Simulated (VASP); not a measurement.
Write the native input for VASP 6.6.1 that does the following.

```
Task                   : single point
Functional             : r2SCAN
Potentials or basis    : VASP PAW PBE potentials, release 64 (Zr_sv)
Cutoff                 : 520 eV
k mesh                 : 11 × 11 × 6
Occupations            : fermi-dirac, width 0.1 eV
Spin                   : no spin polarisation
Dipole correction      : no
Further INCAR settings : ALGO = Normal; EDIFF = 1e-07; NBANDS = 19
```

Zr:

```
CELL_PARAMETERS angstrom
3.24458 0.00000 0.00000
-1.62229 2.80989 0.00000
0.00000 0.00000 5.15736
ATOMIC_POSITIONS crystal
Zr 0.33333 0.66667 0.25000
Zr 0.66667 0.33333 0.75000
```

One way to write it, as run:

POSCAR

```
Zr
1.0
    3.2445832025      0.0000000000      0.0000000000
   -1.6222916012      2.8098914781      0.0000000000
    0.0000000000      0.0000000000      5.1573640588
Zr
2
Direct
    0.3333333333      0.6666666667      0.2500000000
    0.6666666667      0.3333333333      0.7500000000
```

INCAR.step1

```
PREC = Accurate
ENCUT = 520
ISMEAR = -1
SIGMA = 0.1
LREAL = False
LASPH = True
NELM = 60
NBANDS = 19
GGA = PE
ALGO = Normal
EDIFF = 1E-4
LWAVE = True
LCHARG = False
```

INCAR.step2

```
PREC = Accurate
ENCUT = 520
EDIFF = 1E-7
ISMEAR = -1
SIGMA = 0.1
LREAL = False
LASPH = True
NELM = 60
ALGO = Normal
ISIF = 2
LWAVE = False
LCHARG = True
METAGGA = R2SCAN
LMIXTAU = True
LELF = True
LVHAR = True
NBANDS = 19
ISTART = 1
```

KPOINTS

```
regular mesh
0
Gamma
  11 11 6
```

Potentials or basis: VASP PAW PBE potentials, release 64 (Zr_sv).

Launch:

```console
$ cat potpaw_PBE.64/Zr_sv/POTCAR > POTCAR
$ cp INCAR.step1 INCAR
$ mpirun -np 1 vasp_std > vasp.out
$ cp INCAR.step2 INCAR
$ mpirun -np 1 vasp_std > vasp.out
```

It gave:

The pressure is 0.0 GPa and the band gap on the k mesh is zero (bands 12 and 13 overlap by 1.14 eV).

Caveat: the PAW data sets were made with another functional, which shifts forces and pressure a little.

It took 3.8 min on 1 thread of Intel Xeon 8259CL (shared host), peak memory 0.2 GiB.
